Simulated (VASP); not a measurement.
# GaAs (rocksalt type) (Fm-3m) in VASP: relaxation of cell and atoms with LDA

Aim: the relaxation of cell and atoms of GaAs (rocksalt type) with LDA.

All numbers are computed with VASP 6.6.1; they aren't measurements. Logs are shortened: lines on timing, memory, paths and dates and some standing lists are left out, and cuts for length are marked.

## 1. The cell of the first run

The structure is cubic, space group Fm-3m (No. 225). The conventional cell has a = 5.019 Å, b = 5.019 Å, c = 5.019 Å, α = 90.00°, β = 90.00°, γ = 90.00°. Ga (site symmetry m-3m) has 6 As at 2.51 Å within 3.3 Å. As (site symmetry m-3m) has 6 Ga at 2.51 Å within 3.3 Å.

## 2. Relaxation of cell and atoms, LDA

File INCAR:

```
  PREC = Accurate
  ENCUT = 600
  EDIFF = 1E-6
  ISMEAR = -1
  SIGMA = 0.1
  LREAL = F
  LASPH = T
  NELM = 80
  ALGO = Normal
  ISIF = 3
  LWAVE = F
  LCHARG = F
  GGA = CA
  IBRION = 2
  NSW = 60
  EDIFFG = -0.005
```

File KPOINTS:

```
regular mesh
0
Gamma
  13 13 13
```

File POSCAR:

```
GaAs
1.0
    0.0000000000      2.5094205343      2.5094205343
    2.5094205343      0.0000000000      2.5094205343
    2.5094205343      2.5094205343      0.0000000000
Ga As
1 1
Direct
    0.0000000000      0.0000000000      0.0000000000
    0.5000000000      0.5000000000      0.5000000000
```

Potentials or basis: VASP PAW LDA potentials, release 64 (Ga_d, As).

Launch:

```sh
$ cat potpaw_LDA.64/Ga_d/POTCAR potpaw_LDA.64/As/POTCAR > POTCAR
$ mpirun -np 1 vasp_std > vasp.out
```

OUTCAR:

```text
PREC = Accurate
   ENCUT = 600
   EDIFF = 1E-6
   ISMEAR = -1
   LREAL = F
   LASPH = T
   NELM = 80
   ISIF = 3
   GGA = CA
   IBRION = 2
   NSW = 60
   EDIFFG = -0.005

 ion  position               nearest neighbor table
   1  0.000  0.000  0.000-   2 2.51   2 2.51   2 2.51   2 2.51   2 2.51   2 2.51
   2  0.500  0.500  0.500-   1 2.51   1 2.51   1 2.51   1 2.51   1 2.51   1 2.51

  LATTYP: Found a face centered cubic cell.
 ALAT       =     5.0188410686

  Lattice vectors:

 A1 = (   0.0000000000,   2.5094205343,   2.5094205343)
 A2 = (   2.5094205343,   0.0000000000,   2.5094205343)
 A3 = (   2.5094205343,   2.5094205343,   0.0000000000)

Analysis of symmetry for initial positions (statically):
=====================================================================
 Subroutine PRICEL returns:
 Original cell was already a primitive cell.

 Routine SETGRP: Setting up the symmetry group for a
 face centered cubic supercell.

 Subroutine GETGRP returns: Found 48 space group operations
 (whereof 48 operations were pure point group operations)
 out of a pool of 48 trial point group operations.

The static configuration has the point symmetry O_h .

Analysis of symmetry for dynamics (positions and initial velocities):
=====================================================================
 Subroutine PRICEL returns:
 Original cell was already a primitive cell.

 Routine SETGRP: Setting up the symmetry group for a
 face centered cubic supercell.

 Subroutine GETGRP returns: Found 48 space group operations
 (whereof 48 operations were pure point group operations)
 out of a pool of 48 trial point group operations.

The dynamic configuration has the point symmetry O_h .

 Subroutine INISYM returns: Found 48 space group operations
 (whereof 48 operations are pure point group operations),
 and found     1 'primitive' translations

----------------------------------------------------------------------------------------

                                     Primitive cell

  volume of cell :      31.6046

  direct lattice vectors                    reciprocal lattice vectors
     0.000000000  2.509420534  2.509420534    -0.199249186  0.199249186  0.199249186
     2.509420534  0.000000000  2.509420534     0.199249186 -0.199249186  0.199249186
     2.509420534  2.509420534  0.000000000     0.199249186  0.199249186 -0.199249186

  length of vectors
     3.548856553  3.548856553  3.548856553     0.345109714  0.345109714  0.345109714

  position of ions in fractional coordinates (direct lattice)
     0.000000000  0.000000000  0.000000000
     0.500000000  0.500000000  0.500000000
[... 108 lines left out ...]
 conjugate gradient relaxation of ions
 non-spin polarized calculation
  energy-cutoff  :      600.00
  volume of cell :       31.60
 maximum number of plane-waves:      1067
   NGX = 15   NGY = 15   NGZ = 15

--------------------------------------- Ionic step        1  -------------------------------------------

 number of electron      17.9999998 magnetization

 Free energy of the ion-electron system (eV)
  ---------------------------------------------------
  ext. energy  EPLUGINS =         0.00000000
  ---------------------------------------------------
  free energy    TOTEN  =        -8.88101908 eV

  energy without entropy =       -8.84916816  energy(sigma->0) =       -8.86509362

------------------------ aborting loop because EDIFF is reached ----------------------------------------

  FORCE on cell =-STRESS in cart. coord.  units (eV):
  Direction    XX          YY          ZZ          XY          YZ          ZX
  --------------------------------------------------------------------------------------
  -------------------------------------------------------------------------------------
  Total        3.4586013      3.4586013      3.4586013     -0.0000000      0.0000000      0.0000000
  in kB      175.3318240    175.3318240    175.3318240     -0.0000000      0.0000000      0.0000000
  external PRESSURE =     175.3318240 kB  Pullay stress =       0.0000000 kB
[... 89 lines left out ...]
  FREE ENERGIE OF THE ION-ELECTRON SYSTEM (eV)
  ---------------------------------------------------
  free  energy   TOTEN  =        -9.1144505484 eV

  energy  without entropy=       -9.0787861739  energy(sigma->0) =       -9.09661836

[... ionic steps 4 to 19 ...]

--------------------------------------- Ionic step       20  -------------------------------------------

 number of electron      18.0000000 magnetization

------------------------ aborting loop because EDIFF is reached ----------------------------------------
[... 67 lines left out ...]
--------------------------------------- Ionic step       22  -------------------------------------------

 number of electron      18.0000000 magnetization

 Free energy of the ion-electron system (eV)
  ---------------------------------------------------
  ext. energy  EPLUGINS =         0.00000000
  ---------------------------------------------------
  free energy    TOTEN  =        -9.11445330 eV

  energy without entropy =       -9.07880839  energy(sigma->0) =       -9.09663085

 E-fermi :   5.8338     XC(G=0): -11.1740

 val. band max:        5.8328014274   @ k =   0.2308   0.1538   0.0769
 cond. band min:       5.8371240155   @ k =   0.4615   0.2308   0.0000
 fundamental gap:      0.0043225882
 Fermi energy:         5.8337632581

 k-point     1 :       0.0000    0.0000    0.0000
  band No.  band energies     occupation
      1      -9.0691      2.00000
      2      -9.0691      2.00000
      3      -9.0459      2.00000
      4      -9.0459      2.00000
      5      -9.0459      2.00000
      6      -7.7975      2.00000
      7       5.8933      0.71066
      8       5.8933      0.71066
      9       5.8933      0.71066
     10       6.2234      0.03982
     11      13.2749      0.00000
     12      13.2749      0.00000
     13      13.2749      0.00000
[... 354 lines left out ...]
  band No.  band energies     occupation
      1      -9.1466      2.00000
      2      -9.0900      2.00000
      3      -9.0515      2.00000
      4      -9.0199      2.00000
      5      -9.0061      2.00000
      6      -5.3817      2.00000
      7      -1.2550      2.00000
      8       4.2808      2.00000
      9       4.8465      1.99990
     10       6.8531      0.00007
     11      10.8959      0.00000
     12      10.9119      0.00000
     13      13.0636      0.00000

 [... further k-points ...]
[... 5 lines left out ...]
  --------------------------------------------------------------------------------------
  -------------------------------------------------------------------------------------
  Total       -0.0032977     -0.0032977     -0.0032977     -0.0000000      0.0000000     -0.0000000
  in kB       -0.1448273     -0.1448273     -0.1448273     -0.0000000      0.0000000     -0.0000000
  external PRESSURE =      -0.1448273 kB  Pullay stress =       0.0000000 kB
[... 17 lines left out ...]
  FREE ENERGIE OF THE ION-ELECTRON SYSTEM (eV)
  ---------------------------------------------------
  free  energy   TOTEN  =        -9.1144533004 eV

  energy  without entropy=       -9.0788083910  energy(sigma->0) =       -9.09663085

 reached required accuracy - stopping structural energy minimisation
```

OSZICAR:

```text
N       E                     dE             d eps       ncg     rms          rms(c)
DAV:   1     0.813296406612E+02    0.81330E+02   -0.10145E+04  2285   0.233E+03
DAV:   2    -0.322698756328E+01   -0.84557E+02   -0.81491E+02  2347   0.362E+02
[... 122 lines left out ...]
DAV:   1    -0.911445493830E+01   -0.85691E-06   -0.23878E-05  2794   0.956E-02    0.737E-03
DAV:   2    -0.911445361219E+01    0.13261E-05   -0.26770E-06  1814   0.390E-02    0.328E-03
DAV:   3    -0.911445331146E+01    0.30074E-06   -0.39686E-07  1117   0.128E-02
  21 F= -.91144533E+01 E0= -.90966298E+01  d E =-.463164E-04
       N       E                     dE             d eps       ncg     rms          rms(c)
DAV:   1    -0.911445362153E+01   -0.93369E-08   -0.58329E-06  1909   0.472E-02    0.364E-03
DAV:   2    -0.911445330038E+01    0.32115E-06   -0.73407E-07  1092   0.203E-02
  22 F= -.91144533E+01 E0= -.90966308E+01  d E =-.463054E-04
```

Wall time 5.9 min (1 thread of Intel Xeon 8259CL, shared host); peak memory 0.19 GiB.

What came out:

```
Free energy                           : -9.1145 eV
Relaxed volume                        : 18.24 Å³/atom
Relaxed cell                          : a = 3.723 Å, b = 3.723 Å, c = 3.723 Å, α = 60.00°, β = 60.00°, γ = 60.00°
Space group after relaxing (to 0.1 Å) : Fm-3m (No. 225)
Energy gained by relaxing             : 116.7 meV/atom
Ionic steps                           : 22
Pressure after relaxing               : 0.0 GPa
Band gap on the k mesh                : zero (bands 9 and 10 overlap by 3.38 eV)
```

Step by step:
| step | energy change (eV) | largest force (eV/Å) | pressure (GPa) | volume (Å³) |
| --- | --- | --- | --- | --- |
| 1 | 0.0000 | 0.0000 | 17.53 | 31.60 |
| 2 | -0.1487 | 0.0000 | -6.73 | 40.19 |
| 3 | -0.2334 | 0.0000 | -0.08 | 36.50 |
| 4 | -0.2334 | 0.0000 | 0.18 | 36.40 |
| 5 | -0.2334 | 0.0000 | 0.21 | 36.40 |
| 6 | -0.2334 | 0.0000 | 0.14 | 36.41 |
| 7 | -0.2334 | 0.0000 | 0.18 | 36.41 |
| 8 | -0.2334 | 0.0000 | 0.19 | 36.41 |
| 9 | -0.2334 | 0.0000 | 0.19 | 36.41 |
| 10 | -0.2334 | 0.0000 | 0.19 | 36.41 |
| 11 | -0.2334 | 0.0000 | 0.19 | 36.41 |
| 12 | -0.2334 | 0.0000 | 0.19 | 36.41 |
| 13 | -0.2334 | 0.0000 | 0.19 | 36.41 |
| 14 | -0.2334 | 0.0000 | 0.08 | 36.42 |
| 15 | -0.2334 | 0.0000 | 0.09 | 36.43 |
| 16 | -0.2334 | 0.0000 | 0.06 | 36.45 |
| 17 | -0.2334 | 0.0000 | -0.06 | 36.50 |
| 18 | -0.2334 | 0.0000 | 0.05 | 36.47 |
| 19 | -0.2334 | 0.0000 | -0.05 | 36.49 |
| 20 | -0.2334 | 0.0000 | 0.09 | 36.48 |
| 21 | -0.2334 | 0.0000 | -0.04 | 36.48 |
| 22 | -0.2334 | 0.0000 | -0.01 | 36.48 |

Final structure:
```xyz
2
Lattice="0.0000 2.6324 2.6324 2.6324 0.0000 2.6324 2.6324 2.6324 0.0000" Properties=species:S:1:pos:R:3 pbc="T T T"
Ga    0.0000    0.0000    0.0000
As    2.6324    2.6324    2.6324
```

Levels at points of the mesh, in eV from the Fermi level:
| k point | band 7 | band 8 | band 9 | band 10 | band 11 | band 12 |
| --- | --- | --- | --- | --- | --- | --- |
| (0.00, 0.00, 0.00) | 0.06 | 0.06 | 0.06 | 0.39 | 7.44 | 7.44 |

Caveat: the volume moved by over 15 % at a fixed basis, so the end points are rough.
